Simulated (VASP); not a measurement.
# Mn in VASP: notebook

Mn is run at these levels: PBE; tasks: single point.

All numbers are computed with VASP 6.6.1; they aren't measurements. Logs are shortened: lines on timing, memory, paths and dates and some standing lists are left out, and cuts for length are marked.

### 1 The cell of the first run

The cell holds a slab with vacuum, 1 atom: a = 2.477 Å, b = 2.477 Å, c = 16.000 Å, α = 90.00°, β = 90.00°, γ = 120.00°.

### 2 Single point, PBE, collinear spin, ferromagnetic start

INCAR

```
SYSTEM = Mn
PREC = Accurate
ENCUT = 520
EDIFF = 1E-7
ISMEAR = -1
SIGMA = 0.05
LREAL = .False.
LASPH = .True.
NELM = 150
ALGO = Normal
ISIF = 2
LWAVE = .False.
LCHARG = .False.
ISPIN = 2
MAGMOM = 3
LORBIT = 11
LMAXMIX = 4
LDIPOL = .True.
IDIPOL = 3
DIPOL = 0.5 0.5 0.500
GGA = PE
NBANDS = 16
```

KPOINTS

```
Automatic mesh
0
Gamma
  19 19 1
  0 0 0
```

POSCAR

```
Mn
1.0
    2.4767572053      0.0000000000      0.0000000000
   -1.2383786026      2.1449346588      0.0000000000
    0.0000000000      0.0000000000     16.0000000000
Mn
1
Direct
    0.0000000000      0.0000000000      0.5000000000
```

Potentials or basis: VASP PAW PBE potentials, release 64 (Mn_pv).

Command:

```bash
$ cat potpaw_PBE.64/Mn_pv/POTCAR > POTCAR
$ mpirun -np 1 vasp_std > vasp.out
```

OUTCAR:

```text
SYSTEM = Mn
   PREC = Accurate
   ENCUT = 520
   EDIFF = 1E-7
   ISMEAR = -1
   LREAL = .False.
   LASPH = .True.
   NELM = 150
   ISIF = 2
   ISPIN = 2
   LORBIT = 11
   GGA = PE

 ion  position               nearest neighbor table
   1  0.000  0.000  0.500-

  LATTYP: Found a hexagonal cell.
 ALAT       =     2.4767572053
 C/A-ratio  =     6.4600599388

  Lattice vectors:

 A1 = (   2.4767572053,   0.0000000000,   0.0000000000)
 A2 = (  -1.2383786026,   2.1449346588,   0.0000000000)
 A3 = (   0.0000000000,   0.0000000000,  16.0000000000)

Analysis of symmetry for initial positions (statically):
=====================================================================
 Subroutine PRICEL returns:
 Original cell was already a primitive cell.

 Routine SETGRP: Setting up the symmetry group for a
 hexagonal supercell.

 Subroutine GETGRP returns: Found 24 space group operations
 (whereof 24 operations were pure point group operations)
 out of a pool of 24 trial point group operations.

The static configuration has the point symmetry D_6h.

Analysis of symmetry for dynamics (positions and initial velocities):
=====================================================================
 Subroutine PRICEL returns:
 Original cell was already a primitive cell.

 Routine SETGRP: Setting up the symmetry group for a
 hexagonal supercell.

 Subroutine GETGRP returns: Found 24 space group operations
 (whereof 24 operations were pure point group operations)
 out of a pool of 24 trial point group operations.

The dynamic configuration has the point symmetry D_6h.

Analysis of structural, dynamic, and magnetic symmetry:
=====================================================================
 Subroutine PRICEL returns:
 Original cell was already a primitive cell.

 Routine SETGRP: Setting up the symmetry group for a
 hexagonal supercell.

 Subroutine GETGRP returns: Found 24 space group operations
 (whereof 24 operations were pure point group operations)
 out of a pool of 24 trial point group operations.

The overall configuration has the point symmetry D_6h.

 Subroutine INISYM returns: Found 24 space group operations
 (whereof 24 operations are pure point group operations),
 and found     1 'primitive' translations

----------------------------------------------------------------------------------------

                                     Primitive cell

  volume of cell :      84.9997

  direct lattice vectors                    reciprocal lattice vectors
     2.476757205  0.000000000  0.000000000     0.403753746  0.233107334  0.000000000
    -1.238378603  2.144934659  0.000000000     0.000000000  0.466214668  0.000000000
     0.000000000  0.000000000 16.000000000     0.000000000  0.000000000  0.062500000

  length of vectors
     2.476757205  2.476757205 16.000000000     0.466214668  0.466214668  0.062500000

  position of ions in fractional coordinates (direct lattice)
     0.000000000  0.000000000  0.500000000

  ion indices of the primitive-cell ions
   primitive index   ion index
                 1           1

----------------------------------------------------------------------------------------

 KPOINTS: Automatic mesh

Automatic generation of k-mesh.
 Grid dimensions read from file:
 generate k-points for:   19   19    1

 Generating k-lattice:

  Cartesian coordinates                     Fractional coordinates (reciprocal lattice)
     0.021250197  0.012268807  0.000000000     0.052631579  0.000000000  0.000000000
     0.000000000  0.024537614  0.000000000     0.000000000  0.052631579  0.000000000
     0.000000000  0.000000000  0.062500000     0.000000000  0.000000000  1.000000000

  Length of vectors
     0.024537614  0.024537614  0.062500000

  Shift w.r.t. Gamma in fractional coordinates (k-lattice)
     0.000000000  0.000000000  0.000000000

 Subroutine IBZKPT returns following result:
 ===========================================

 Found     40 irreducible k-points:

 Following reciprocal coordinates:
            Coordinates               Weight
  0.000000  0.000000  0.000000      1.000000
  0.052632 -0.000000  0.000000      6.000000
  0.105263 -0.000000  0.000000      6.000000
  0.157895 -0.000000  0.000000      6.000000
  0.210526 -0.000000  0.000000      6.000000
  0.263158 -0.000000  0.000000      6.000000
[... 16 lines left out ...]
  0.263158  0.105263  0.000000     12.000000
  0.315789  0.105263  0.000000     12.000000
 [... further k-points ...]
   k-points           NKPTS =     40   k-points in BZ     NKDIM =     40   number of bands    NBANDS=     16
   number of dos      NEDOS =    301   number of ions     NIONS =      1
   total plane-waves  NPLWV =  38880
   dimension x,y,z NGX =    18 NGY =   18 NGZ =  120
   dimension x,y,z NGXF=    36 NGYF=   36 NGZF=  240
   ions per type =               1
   NGX,Y,Z   is equivalent  to a cutoff of  12.08, 12.08, 12.47 a.u.
   NGXF,Y,Z  is equivalent  to a cutoff of  24.16, 24.16, 24.94 a.u.
 SYSTEM =  Mn
   PREC   = accura    normal or accurate (medium, high low for compatibility)
   ISTART =      0    job   : 0-new  1-cont  2-samecut
   ICHARG =      2    charge: 1-file 2-atom 10-const
   ISPIN  =      2    spin polarized calculation?
   LNONCOLLINEAR =      F non collinear calculations
   LSORBIT =      F    spin-orbit coupling
   LASPH  =      T    aspherical Exc in radial PAW
   ENCUT  =  520.0 eV  38.22 Ry    6.18 a.u.   4.61  4.61 29.75*2*pi/ulx,y,z
   NELM   =    150;   NELMIN=  2; NELMDL= -5     # of ELM steps
   EDIFF  = 0.1E-06   stopping-criterion for ELM
   LREAL  =      F    real-space projection
   EDIFFG = 0.1E-05   stopping-criterion for IOM
   NSW    =      0    number of steps for IOM
   IBRION =     -1    ionic relax: 0-MD 1-quasi-New 2-CG
   NFREE  =      0    steps in history (QN), initial steepest desc. (CG)
   ISIF   =      2    stress and relaxation
   ISYM   =      2    0-nonsym 1-usesym 2-fastsym
   POTIM  = 0.5000    time-step for ionic-motion
   TEBEG  =    0.0;   TEEND  =   0.0 temperature during run
   PSTRESS=    0.0 pullay stress
   NELECT =      13.0000    total number of electrons
   NUPDOWN=      -1.0000    fix difference up-down
   EMIN   =  10.00;   EMAX   =-10.00  energy-range for DOS
   EFERMI =   0.00;   METHOD = LEGACY
   ISMEAR =    -1;   SIGMA  =   0.05  broadening in eV -4-tet -1-fermi 0-gaus
   EFERMI_NEDOS =   21; number of points for ismear=-14 and -15
   IALGO  =     38    algorithm
   IMIX   =      4    mixing-type and parameters
     AMIX     =   0.40;   BMIX     =  1.00
     AMIX_MAG =   1.60;   BMIX_MAG =  1.00
  volume/ion in A,a.u.               =      85.00       573.61
  Fermi-wavevector in a.u.,A,eV,Ry     =   0.875488  1.654432 10.428579  0.766479
  Thomas-Fermi vector in A             =   1.995166
   LORBIT       =     11    0 simple, 1 ext, 2 COOP (PROOUT), +10 PAW based schemes
   GGA     = PE    functional components
   LHFCALC =     F    Hartree Fock is set to
   AEXX    =    0.0000 exact exchange contribution
   IVDW    =     0    specifies the selected vdW correction
   LEPSILON=     F    determine dielectric tensor
   LRPA    =     F    only Hartree local field effects (RPA)
 spin polarized calculation
  energy-cutoff  :      520.00
  volume of cell :       85.00
 maximum number of plane-waves:      2322
   NGX =  9   NGY =  9   NGZ = 59

 number of electron      13.0000012 magnetization       3.4634083

 dipolmoment           0.000000      0.000000     -0.000000 electrons x Angstroem

 Free energy of the ion-electron system (eV)
  ---------------------------------------------------
  ext. energy  EPLUGINS =         0.00000000
  ---------------------------------------------------
  free energy    TOTEN  =        -7.04835589 eV

  energy without entropy =       -7.02588490  energy(sigma->0) =       -7.03712039

 E-fermi :  -2.3067     XC(G=0):  -2.9848

 val. band max:       -2.3111031646   @ k =   0.2632   0.2632   0.0000
 cond. band min:      -2.3061781736   @ k =   0.3158  -0.0000   0.0000
 fundamental gap:      0.0049249910
 Fermi energy:        -2.3067172123

 spin component 1

 k-point     1 :       0.0000    0.0000    0.0000
  band No.  band energies     occupation
      1     -51.3521      1.00000
      2     -50.9305      1.00000
      3     -50.9305      1.00000
      4      -8.3989      1.00000
      5      -4.8680      1.00000
      6      -4.0061      1.00000
[... 8 lines left out ...]
     15       5.4510      0.00000
     16       8.6629      0.00000
[... 419 lines left out ...]
 k-point    24 :       0.3158    0.1053    0.0000
  band No.  band energies     occupation
      1     -51.3998      1.00000
      2     -51.2808      1.00000
      3     -51.0758      1.00000
      4      -6.0102      1.00000
      5      -5.0137      1.00000
      6      -3.6423      1.00000
[... 8 lines left out ...]
     15       9.6006      0.00000
     16       9.9742      0.00000

 [... further k-points ...]

 spin component 2

 k-point     1 :       0.0000    0.0000    0.0000
  band No.  band energies     occupation
      1     -47.9048      1.00000
      2     -47.9048      1.00000
      3     -47.7415      1.00000
      4      -7.1555      1.00000
      5      -2.0875      0.01231
      6      -1.7060      0.00001
[... 8 lines left out ...]
     15       5.9384      0.00000
     16       9.0074      0.00000
[... 419 lines left out ...]
 k-point    24 :       0.3158    0.1053    0.0000
  band No.  band energies     occupation
      1     -48.4182      1.00000
      2     -48.0624      1.00000
      3     -47.6603      1.00000
      4      -3.9904      1.00000
      5      -2.5326      0.98921
      6      -1.6154      0.00000
[... 8 lines left out ...]
     15      10.0053      0.00000
     16      10.5891      0.00000

 [... further k-points ...]

------------------------ aborting loop because EDIFF is reached ----------------------------------------

 vacuum level on the upper side and lower side of the slab       (xc-potential included)        -0.020        -0.020

  FORCE on cell =-STRESS in cart. coord.  units (eV):
  Direction    XX          YY          ZZ          XY          YZ          ZX
  --------------------------------------------------------------------------------------
  -------------------------------------------------------------------------------------
  Total        1.3000128      1.3000128     -0.0034229      0.0000000      0.0000000     -0.0000000
  in kB       24.5042116     24.5042116     -0.0645184      0.0000000      0.0000000     -0.0000000
  external PRESSURE =      16.3146349 kB  Pullay stress =       0.0000000 kB

 VOLUME and BASIS-vectors are now :
 -----------------------------------------------------------------------------
  energy-cutoff  :      520.00
  volume of cell :       85.00
      direct lattice vectors                 reciprocal lattice vectors
     2.476757205  0.000000000  0.000000000     0.403753746  0.233107334  0.000000000
    -1.238378603  2.144934659  0.000000000     0.000000000  0.466214668  0.000000000
     0.000000000  0.000000000 16.000000000     0.000000000  0.000000000  0.062500000

 POSITION                                       TOTAL-FORCE (eV/Angst)
 -----------------------------------------------------------------------------------
      0.00000      0.00000      8.00000         0.000000      0.000000      0.000000
 -----------------------------------------------------------------------------------
    total drift:                               -0.000000      0.000000     -0.000000

  FREE ENERGIE OF THE ION-ELECTRON SYSTEM (eV)
  ---------------------------------------------------
  free  energy   TOTEN  =        -7.0483558851 eV

  energy  without entropy=       -7.0258849012  energy(sigma->0) =       -7.03712039

 vacuum level on the upper side and lower side of the slab         2.011         2.011

 total charge

# of ion       s       p       d       tot
------------------------------------------
    1        0.409   6.204   5.094  11.706

 magnetization (x)

# of ion       s       p       d       tot
------------------------------------------
    1        0.033   0.074   3.000   3.107
```

Wall time 1.9 min (1 thread of Intel Xeon 6975P-C (Granite Rapids), shared host); peak memory 0.27 GiB.

What came out:

```
Free energy                                           : -7.0484 eV
Net moment                                            : 3.46 μB per cell
Site moments                                          : Mn +3.11 μB
Valence electrons inside the program's atomic spheres : Mn 11.71
```

### 3 Single point, PBE, collinear spin, ferromagnetic start

INCAR

```
  ALGO = Normal
  DIPOL = 0.5 0.5 0.500
  EDIFF = 1E-6
  EFIELD = -0.1
  ENCUT = 520
  GGA = PE
  IDIPOL = 3
  ISIF = 2
  ISMEAR = -1
  ISPIN = 2
  LASPH = True
  LCHARG = False
  LDIPOL = True
  LMAXMIX = 4
  LORBIT = 11
  LREAL = False
  LWAVE = False
  MAGMOM = 3
  NBANDS = 16
  NELM = 150
  PREC = Accurate
  SIGMA = 0.05
```

KPOINTS

```
k-points
0
Gamma
  19 19 1
```

POSCAR is that of step 2.

Potentials or basis: VASP PAW PBE potentials, release 64 (Mn_pv).

Command:

```bash
$ cat potpaw_PBE.64/Mn_pv/POTCAR > POTCAR
$ mpirun -np 1 vasp_std > vasp.out
```

It took 96 s on 1 thread of Intel Xeon 6975P-C (Granite Rapids), shared host; peak memory 0.27 GiB.

It converged, with:

```
Free energy                                           : -7.0488 eV
Net moment                                            : 3.45 μB per cell
Site moments                                          : Mn +3.10 μB
Valence electrons inside the program's atomic spheres : Mn 11.71
```

Levels at points of the mesh, in eV from the Fermi level:
Spin up:
```
           k point  band 4  band 5  band 6  band 7  band 8  band 9  band 10  band 11  band 12  band 13
(0.00, 0.00, 0.00)   -6.09   -2.56   -1.69   -1.69   -0.43   -0.13    -0.13     3.83     4.63     5.20
```
Spin down:
```csv
k point,band 3,band 4,band 5,band 6,band 7,band 8
"(0.00, 0.00, 0.00)",-45.44,-4.85,0.22,0.60,0.89,0.89
```
